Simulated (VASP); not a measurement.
# TiB4 (P-43m) in VASP: notebook

Runs on TiB4. Level: PBE. Tasks: single point, relaxation of cell and atoms.

Program: VASP 6.6.1. These are calculated values, not measurements. Logs are shortened: lines on timing, memory, paths and dates and some standing lists are left out, and cuts for length are marked.

## Step 1: The cell of the first run

It takes space group P-43m (No. 215, cubic). The conventional cell has a = 3.666 Å, b = 3.666 Å, c = 3.666 Å, α = 90.00°, β = 90.00°, γ = 90.00°. Ti (site symmetry -43m) has 4 B at 1.59 Å within 2.1 Å. B (site symmetry 3m) has 1 Ti at 1.59 Å within 2.1 Å.

## Step 2: Single point, PBE

File INCAR:

```
SYSTEM = TiB4
PREC = Accurate
ENCUT = 520
EDIFF = 1E-7
ISMEAR = 0
SIGMA = 0.1
LREAL = .False.
LASPH = .True.
NELM = 60
ALGO = Normal
ISIF = 2
LWAVE = .False.
LCHARG = .False.
GGA = PE
NBANDS = 20
```

File KPOINTS:

```
Automatic mesh
0
Gamma
  6 6 6
  0 0 0
```

File POSCAR:

```
TiB4
1.0
    3.6661190100      0.0000000000      0.0000000000
    0.0000000000      3.6661190100      0.0000000000
    0.0000000000      0.0000000000      3.6661190100
Ti B
1 4
Direct
    0.0000000000      0.0000000000      0.0000000000
    0.2500000000      0.2500000000      0.2500000000
    0.7500000000      0.7500000000      0.2500000000
    0.2500000000      0.7500000000      0.7500000000
    0.7500000000      0.2500000000      0.7500000000
```

Potentials or basis: VASP PAW PBE potentials, release 64 (Ti_sv, B).

The run is started by

```bash
$ cat potpaw_PBE.64/Ti_sv/POTCAR potpaw_PBE.64/B/POTCAR > POTCAR
$ mpirun -np 1 vasp_std > vasp.out
```

OUTCAR:

```text
SYSTEM = TiB4
   PREC = Accurate
   ENCUT = 520
   EDIFF = 1E-7
   ISMEAR = 0
   LREAL = .False.
   LASPH = .True.
   NELM = 60
   ISIF = 2
   GGA = PE

 ion  position               nearest neighbor table
   1  0.000  0.000  0.000-   2 1.59   3 1.59   4 1.59   5 1.59
   2  0.250  0.250  0.250-   1 1.59
   3  0.750  0.750  0.250-   1 1.59
   4  0.250  0.750  0.750-   1 1.59
   5  0.750  0.250  0.750-   1 1.59

  LATTYP: Found a simple cubic cell.
 ALAT       =     3.6661190100

  Lattice vectors:

 A1 = (   3.6661190100,   0.0000000000,   0.0000000000)
 A2 = (   0.0000000000,   3.6661190100,   0.0000000000)
 A3 = (   0.0000000000,   0.0000000000,   3.6661190100)

Analysis of symmetry for initial positions (statically):
=====================================================================
 Subroutine PRICEL returns:
 Original cell was already a primitive cell.

 Routine SETGRP: Setting up the symmetry group for a
 simple cubic supercell.

 Subroutine GETGRP returns: Found 24 space group operations
 (whereof 24 operations were pure point group operations)
 out of a pool of 48 trial point group operations.

The static configuration has the point symmetry T_d .

Analysis of symmetry for dynamics (positions and initial velocities):
=====================================================================
 Subroutine PRICEL returns:
 Original cell was already a primitive cell.

 Routine SETGRP: Setting up the symmetry group for a
 simple cubic supercell.

 Subroutine GETGRP returns: Found 24 space group operations
 (whereof 24 operations were pure point group operations)
 out of a pool of 48 trial point group operations.

The dynamic configuration has the point symmetry T_d .

 Subroutine INISYM returns: Found 24 space group operations
 (whereof 24 operations are pure point group operations),
 and found     1 'primitive' translations

----------------------------------------------------------------------------------------

                                     Primitive cell

  volume of cell :      49.2742

  direct lattice vectors                    reciprocal lattice vectors
     3.666119010  0.000000000  0.000000000     0.272768014  0.000000000  0.000000000
     0.000000000  3.666119010  0.000000000     0.000000000  0.272768014  0.000000000
     0.000000000  0.000000000  3.666119010     0.000000000  0.000000000  0.272768014

  length of vectors
     3.666119010  3.666119010  3.666119010     0.272768014  0.272768014  0.272768014

  position of ions in fractional coordinates (direct lattice)
     0.000000000  0.000000000  0.000000000
     0.250000000  0.250000000  0.250000000
     0.750000000  0.750000000  0.250000000
     0.250000000  0.750000000  0.750000000
     0.750000000  0.250000000  0.750000000

  ion indices of the primitive-cell ions
   primitive index   ion index
                 1           1
                 2           2
                 3           3
                 4           4
                 5           5

----------------------------------------------------------------------------------------

 KPOINTS: Automatic mesh

Automatic generation of k-mesh.
 Grid dimensions read from file:
 generate k-points for:    6    6    6

 Generating k-lattice:

  Cartesian coordinates                     Fractional coordinates (reciprocal lattice)
     0.045461336  0.000000000  0.000000000     0.166666667  0.000000000  0.000000000
     0.000000000  0.045461336  0.000000000     0.000000000  0.166666667  0.000000000
     0.000000000  0.000000000  0.045461336     0.000000000  0.000000000  0.166666667

  Length of vectors
     0.045461336  0.045461336  0.045461336

  Shift w.r.t. Gamma in fractional coordinates (k-lattice)
     0.000000000  0.000000000  0.000000000

 Subroutine IBZKPT returns following result:
 ===========================================

 Found     20 irreducible k-points:

 Following reciprocal coordinates:
            Coordinates               Weight
  0.000000  0.000000  0.000000      1.000000
  0.166667  0.000000  0.000000      6.000000
  0.333333  0.000000  0.000000      6.000000
  0.500000  0.000000  0.000000      3.000000
  0.166667  0.166667  0.000000     12.000000
  0.333333  0.166667  0.000000     24.000000
[... 12 lines left out ...]
  0.500000  0.500000  0.333333      6.000000
  0.500000  0.500000  0.500000      1.000000
   k-points           NKPTS =     20   k-points in BZ     NKDIM =     20   number of bands    NBANDS=     20
   number of dos      NEDOS =    301   number of ions     NIONS =      5
   total plane-waves  NPLWV =  21952
   dimension x,y,z NGX =    28 NGY =   28 NGZ =   28
   dimension x,y,z NGXF=    56 NGYF=   56 NGZF=   56
   ions per type =               1   4
   NGX,Y,Z   is equivalent  to a cutoff of  12.70, 12.70, 12.70 a.u.
   NGXF,Y,Z  is equivalent  to a cutoff of  25.39, 25.39, 25.39 a.u.
 SYSTEM =  TiB4
   PREC   = accura    normal or accurate (medium, high low for compatibility)
   ISTART =      0    job   : 0-new  1-cont  2-samecut
   ICHARG =      2    charge: 1-file 2-atom 10-const
   ISPIN  =      1    spin polarized calculation?
   LNONCOLLINEAR =      F non collinear calculations
   LSORBIT =      F    spin-orbit coupling
   LASPH  =      T    aspherical Exc in radial PAW
   ENCUT  =  520.0 eV  38.22 Ry    6.18 a.u.   6.82  6.82  6.82*2*pi/ulx,y,z
   NELM   =     60;   NELMIN=  2; NELMDL= -5     # of ELM steps
   EDIFF  = 0.1E-06   stopping-criterion for ELM
   LREAL  =      F    real-space projection
   EDIFFG = 0.1E-05   stopping-criterion for IOM
   NSW    =      0    number of steps for IOM
   IBRION =     -1    ionic relax: 0-MD 1-quasi-New 2-CG
   NFREE  =      0    steps in history (QN), initial steepest desc. (CG)
   ISIF   =      2    stress and relaxation
   ISYM   =      2    0-nonsym 1-usesym 2-fastsym
   POTIM  = 0.5000    time-step for ionic-motion
   TEBEG  =    0.0;   TEEND  =   0.0 temperature during run
   PSTRESS=    0.0 pullay stress
   NELECT =      24.0000    total number of electrons
   NUPDOWN=      -1.0000    fix difference up-down
   EMIN   =  10.00;   EMAX   =-10.00  energy-range for DOS
   EFERMI =   0.00;   METHOD = LEGACY
   ISMEAR =     0;   SIGMA  =   0.10  broadening in eV -4-tet -1-fermi 0-gaus
   EFERMI_NEDOS =   21; number of points for ismear=-14 and -15
   IALGO  =     38    algorithm
[... 17 lines left out ...]
 maximum number of plane-waves:      1357
 NGX is ok and might be reduce to    28
   NGX = 13   NGY = 13   NGZ = 13

 number of electron      24.0000000 magnetization

 Free energy of the ion-electron system (eV)
  ---------------------------------------------------
  ext. energy  EPLUGINS =         0.00000000
  ---------------------------------------------------
  free energy    TOTEN  =       -11.80946799 eV

  energy without entropy =      -11.79919260  energy(sigma->0) =      -11.80433030

 E-fermi :   6.2889     XC(G=0): -11.3632

 val. band max:        6.2516258002   @ k =   0.5000   0.0000   0.0000
 cond. band min:       6.3837604243   @ k =   0.3333   0.1667   0.1667
 fundamental gap:      0.1321346241
 Fermi energy:         6.2889381312

 k-point     1 :       0.0000    0.0000    0.0000
  band No.  band energies     occupation
      1     -48.6786      2.00000
      2     -25.5551      2.00000
      3     -25.5551      2.00000
      4     -25.5551      2.00000
      5      -5.2987      2.00000
      6       0.5856      2.00000
[... 12 lines left out ...]
     19      11.5926      0.00000
     20      11.8215      0.00000

 k-point     2 :       0.1667    0.0000    0.0000
  band No.  band energies     occupation
      1     -48.6777      2.00000
      2     -25.5727      2.00000
      3     -25.5539      2.00000
      4     -25.5539      2.00000
      5      -5.0051      2.00000
      6       0.1490      2.00000
[... 12 lines left out ...]
     19      11.5686      0.00000
     20      11.5686      0.00000

 k-point     3 :       0.3333    0.0000    0.0000
  band No.  band energies     occupation
      1     -48.6761      2.00000
      2     -25.6077      2.00000
      3     -25.5513      2.00000
      4     -25.5513      2.00000
      5      -4.1576      2.00000
      6      -1.2435      2.00000
[... 12 lines left out ...]
     19      11.8961      0.00000
     20      11.8961      0.00000

 k-point     4 :       0.5000    0.0000    0.0000
  band No.  band energies     occupation
      1     -48.6753      2.00000
      2     -25.6251      2.00000
      3     -25.5501      2.00000
      4     -25.5501      2.00000
      5      -2.9131      2.00000
      6      -2.7757      2.00000
[... 12 lines left out ...]
     19      12.4253      0.00000
     20      12.4253      0.00000

 k-point     5 :       0.1667    0.1667    0.0000
  band No.  band energies     occupation
      1     -48.6769      2.00000
      2     -25.5717      2.00000
      3     -25.5709      2.00000
      4     -25.5526      2.00000
      5      -4.7152      2.00000
      6       0.2632      2.00000
[... 12 lines left out ...]
     19      11.0200      0.00000
     20      11.2608      0.00000

 k-point     6 :       0.3333    0.1667    0.0000
  band No.  band energies     occupation
      1     -48.6753      2.00000
      2     -25.6061      2.00000
      3     -25.5685      2.00000
      4     -25.5501      2.00000
      5      -3.8801      2.00000
      6      -0.9876      2.00000
[... 12 lines left out ...]
     19      10.7758      0.00000
     20      11.6654      0.00000

 k-point     7 :       0.5000    0.1667    0.0000
  band No.  band energies     occupation
      1     -48.6744      2.00000
      2     -25.6233      2.00000
      3     -25.5672      2.00000
      4     -25.5488      2.00000
      5      -2.7068      2.00000
      6      -2.4510      2.00000
[... 12 lines left out ...]
     19      11.4811      0.00000
     20      12.0547      0.00000
[... 185 lines left out ...]
 k-point    16 :       0.5000    0.5000    0.1667
  band No.  band energies     occupation
      1     -48.6712      2.00000
      2     -25.6165      2.00000
      3     -25.6165      2.00000
      4     -25.5617      2.00000
      5      -1.3104      2.00000
      6      -0.2813      2.00000
[... 12 lines left out ...]
     19      11.0916      0.00000
     20      12.2778      0.00000

 k-point    17 :       0.3333    0.3333    0.3333
  band No.  band energies     occupation
      1     -48.6712      2.00000
      2     -25.5989      2.00000
      3     -25.5977      2.00000
      4     -25.5977      2.00000
      5      -2.1306      2.00000
      6       0.2078      2.00000
[... 12 lines left out ...]
     19      11.4289      0.00000
     20      11.4289      0.00000

 k-point    18 :       0.5000    0.3333    0.3333
  band No.  band energies     occupation
      1     -48.6704      2.00000
      2     -25.6148      2.00000
      3     -25.5969      2.00000
      4     -25.5961      2.00000
      5      -1.3283      2.00000
      6      -0.6209      2.00000
[... 12 lines left out ...]
     19      11.6967      0.00000
     20      11.9122      0.00000

 k-point    19 :       0.5000    0.5000    0.3333
  band No.  band energies     occupation
      1     -48.6696      2.00000
      2     -25.6131      2.00000
      3     -25.6131      2.00000
      4     -25.5949      2.00000
      5      -0.6793      2.00000
      6      -0.1514      2.00000
[... 12 lines left out ...]
     19      11.8595      0.00000
     20      12.2878      0.00000

 k-point    20 :       0.5000    0.5000    0.5000
  band No.  band energies     occupation
      1     -48.6688      2.00000
      2     -25.6114      2.00000
      3     -25.6114      2.00000
      4     -25.6114      2.00000
      5      -0.0794      2.00000
      6      -0.0794      2.00000
[... 12 lines left out ...]
     19      12.2870      0.00000
     20      12.2870      0.00000

------------------------ aborting loop because EDIFF is reached ----------------------------------------

  FORCE on cell =-STRESS in cart. coord.  units (eV):
  Direction    XX          YY          ZZ          XY          YZ          ZX
  --------------------------------------------------------------------------------------
  -------------------------------------------------------------------------------------
  Total       21.3957128     21.3957128     21.3957128     -0.0000000     -0.0000000      0.0000000
  in kB      695.6930497    695.6930497    695.6930497     -0.0000000     -0.0000000      0.0000000
  external PRESSURE =     695.6930497 kB  Pullay stress =       0.0000000 kB

 VOLUME and BASIS-vectors are now :
 -----------------------------------------------------------------------------
  energy-cutoff  :      520.00
  volume of cell :       49.27
      direct lattice vectors                 reciprocal lattice vectors
     3.666119010  0.000000000  0.000000000     0.272768014  0.000000000  0.000000000
     0.000000000  3.666119010  0.000000000     0.000000000  0.272768014  0.000000000
     0.000000000  0.000000000  3.666119010     0.000000000  0.000000000  0.272768014

 POSITION                                       TOTAL-FORCE (eV/Angst)
 -----------------------------------------------------------------------------------
      0.00000      0.00000      0.00000         0.000000     -0.000000      0.000000
      0.91653      0.91653      0.91653         9.063398      9.063398      9.063398
      2.74959      2.74959      0.91653        -9.063398     -9.063398      9.063398
      0.91653      2.74959      2.74959         9.063398     -9.063398     -9.063398
      2.74959      0.91653      2.74959        -9.063398      9.063398     -9.063398
 -----------------------------------------------------------------------------------
    total drift:                                0.000000      0.000000     -0.000000

  FREE ENERGIE OF THE ION-ELECTRON SYSTEM (eV)
  ---------------------------------------------------
  free  energy   TOTEN  =       -11.8094679927 eV

  energy  without entropy=      -11.7991926010  energy(sigma->0) =      -11.80433030
```

Wall time 23 s (1 thread of AMD EPYC 7R43 (Zen 3), shared host); peak memory 0.12 GiB.

Results:

```yaml
Free_energy: -11.8095 eV
Pressure: 69.6 GPa
Band_gap_on_the_k_mesh: zero (band 12 reaches 6.44 eV, above the bottom of band 13 at 5.84 eV)
```

Levels at points of the mesh, in eV from the Fermi level:
```
           k point  band 9  band 10  band 11  band 12  band 13  band 14  band 15  band 16
(0.00, 0.00, 0.00)   -2.36    -2.36    -1.28    -0.07    -0.07    -0.07     2.73     2.73
(0.50, 0.00, 0.00)   -3.25    -1.72    -1.46    -0.49    -0.04     1.48     1.48     1.85
(0.50, 0.50, 0.00)   -2.92    -2.92    -1.90    -0.54     0.19     1.53     1.53     2.24
(0.50, 0.50, 0.50)   -3.89    -3.89    -3.89    -1.29     0.39     0.39     1.18     1.18
```

## Step 3: Single point, PBE

This run uses another cell than the first one, of 10.52 Å³/atom, 1.068 times its volume.

File INCAR:

```
ALGO = Normal
EDIFF = 1E-7
ENCUT = 520
GGA = PE
ISIF = 2
ISMEAR = 0
LASPH = T
LCHARG = F
LREAL = F
LWAVE = F
NBANDS = 20
NELM = 80
PREC = Accurate
SIGMA = 0.1
```

File KPOINTS:

```
k-points
0
Gamma
  6 6 6
```

File POSCAR:

```
TiB4
1.0
    3.7470016712      0.0000000000      0.0000000000
    0.0000000000      3.7470016712      0.0000000000
    0.0000000000      0.0000000000      3.7470016712
Ti B
1 4
Direct
    0.0000000000      0.0000000000      0.0000000000
    0.3370634230      0.3370634230      0.3370634230
    0.6629365770      0.6629365770      0.3370634230
    0.3370634230      0.6629365770      0.6629365770
    0.6629365770      0.3370634230      0.6629365770
```

Potentials or basis: VASP PAW PBE potentials, release 64 (Ti_sv, B).

The run is started by

```bash
$ cat potpaw_PBE.64/Ti_sv/POTCAR potpaw_PBE.64/B/POTCAR > POTCAR
$ mpirun -np 1 vasp_std > vasp.out
```

Wall time 24 s (1 thread of AMD EPYC 7R43 (Zen 3), shared host); peak memory 0.13 GiB.

The run converged. Its results:

| Item | Value |
| --- | --- |
| Free energy | -29.4981 eV |
| Pressure | 0.1 GPa |
| Largest force | 0.010 eV/Å |
| Band gap on the k mesh | zero (band 12 reaches 5.71 eV, above the bottom of band 13 at 5.08 eV) |

Forces in eV/Å, atoms in the order of the input:
```
Ti   0.000  0.000  0.000
B   -0.006 -0.006 -0.006
B    0.006  0.006 -0.006
B   -0.006  0.006  0.006
B    0.006 -0.006  0.006
```

Levels at points of the mesh, in eV from the Fermi level:
```
           k point  band 10  band 11  band 12  band 13  band 14  band 15
(0.00, 0.00, 0.00)    -3.12    -3.12     0.06     0.06     0.06     2.88
(0.50, 0.00, 0.00)    -1.31    -0.57    -0.36    -0.36     0.72     1.00
(0.50, 0.50, 0.00)    -1.97    -1.38    -1.38     1.99     2.15     2.25
(0.50, 0.50, 0.50)    -2.44    -2.44     0.26     2.16     2.16     2.64
```

## Step 4: Relaxation of cell and atoms, PBE

File INCAR:

```
SYSTEM = TiB4
ALGO = Normal
EDIFF = 1E-6
EDIFFG = -0.04
ENCUT = 600
GGA = PE
IBRION = 2
ISIF = 3
ISMEAR = 0
LASPH = .TRUE.
LCHARG = .FALSE.
LREAL = .FALSE.
LWAVE = .FALSE.
NELM = 60
NSW = 90
PREC = Accurate
SIGMA = 0.1
```

File KPOINTS:

```
k-points
0
G
  6 6 6
  0 0 0
```

File POSCAR:

```
TiB4
1.0
    3.6661190100      0.0000000000      0.0000000000
    0.0000000000      3.6661190100      0.0000000000
    0.0000000000      0.0000000000      3.6661190100
Ti B
1 4
Direct
    0.0000000000      0.0000000000      0.0000000000
    0.2500000000      0.2500000000      0.2500000000
    0.7500000000      0.7500000000      0.2500000000
    0.2500000000      0.7500000000      0.7500000000
    0.7500000000      0.2500000000      0.7500000000
```

The run is started by

```bash
$ cat potpaw_PBE.64/Ti_sv/POTCAR potpaw_PBE.64/B/POTCAR > POTCAR
$ mpirun -np 1 vasp_std > vasp.out
```

Run time: 3 min. Hardware: 1 thread of AMD EPYC 7R43 (Zen 3), shared host; peak memory 0.15 GiB.

Results (log left out):

```
Free energy                            : -29.4988 eV
Relaxed volume                         : 10.53 Å³/atom
Relaxed cell                           : a = 3.748 Å, b = 3.748 Å, c = 3.748 Å, α = 90.00°, β = 90.00°, γ = 90.00°
Space group after relaxing (to 0.05 Å) : P-43m (No. 215)
Energy gained by relaxing              : 3537.4 meV/atom
Ionic steps                            : 12
Pressure after relaxing                : 0.0 GPa
Band gap on the k mesh                 : zero (band 12 reaches 5.70 eV, above the bottom of band 13 at 5.08 eV)
```

Step by step:
| step | energy change (eV) | largest force (eV/Å) | pressure (GPa) | volume (Å³) |
| --- | --- | --- | --- | --- |
| 1 | 0.0000 | 15.6968 | 69.48 | 49.27 |
| 2 | -13.4528 | 3.7279 | -10.85 | 86.47 |
| 3 | -15.8349 | 1.6641 | -23.84 | 70.97 |
| 4 | -15.8428 | 1.7844 | -23.63 | 70.39 |
| 5 | -15.8375 | 2.0383 | -23.03 | 69.18 |
| 6 | -17.4065 | 2.5560 | 1.81 | 54.47 |
| 7 | -17.5301 | 0.8613 | -6.50 | 57.05 |
| 8 | -17.5311 | 0.9860 | -5.94 | 56.82 |
| 9 | -17.6807 | 0.1802 | -2.11 | 53.49 |
| 10 | -17.6811 | 0.2419 | -1.88 | 53.32 |
| 11 | -17.6838 | 0.1802 | 1.49 | 52.16 |
| 12 | -17.6870 | 0.0057 | 0.00 | 52.65 |

Final structure:
```
Ti B
1.0
     3.74798    0.00000    0.00000
     0.00000    3.74798    0.00000
     0.00000    0.00000    3.74798
Ti B
1 4
Direct
  0.00000 0.00000 0.00000
  0.33703 0.33703 0.33703
  0.66297 0.66297 0.33703
  0.33703 0.66297 0.66297
  0.66297 0.33703 0.66297
```

Levels at points of the mesh, in eV from the Fermi level:
```
           k point  band 9  band 10  band 11  band 12  band 13  band 14  band 15  band 16
(0.00, 0.00, 0.00)   -3.22    -3.12    -3.12     0.06     0.06     0.06     2.88     2.88
(0.50, 0.00, 0.00)   -3.17    -1.31    -0.57    -0.36    -0.36     0.72     1.00     2.12
(0.50, 0.50, 0.00)   -3.29    -1.97    -1.38    -1.38     1.99     2.15     2.25     3.46
(0.50, 0.50, 0.50)   -2.43    -2.43    -2.43     0.26     2.15     2.15     2.64     2.64
```

## Step 5: Overview

```tsv
task	cell	cutoff (eV)	gap on the mesh (eV)	pressure (GPa)
single point	a = 3.666 Å, 5 atoms	520	none	69.6
single point	a = 3.747 Å, 5 atoms	520	none	0.1
relaxation of cell and atoms	relaxed from a = 3.666 Å, 5 atoms	600	none	0.0
```

Alike in all rows: level PBE; potentials or basis VASP PAW PBE potentials, release 64 (Ti_sv, B); no spin polarisation; k mesh 6 × 6 × 6; smearing gaussian 0.1 eV.

Total energies depend on the potentials used, so only differences within one code and one set of settings carry meaning.
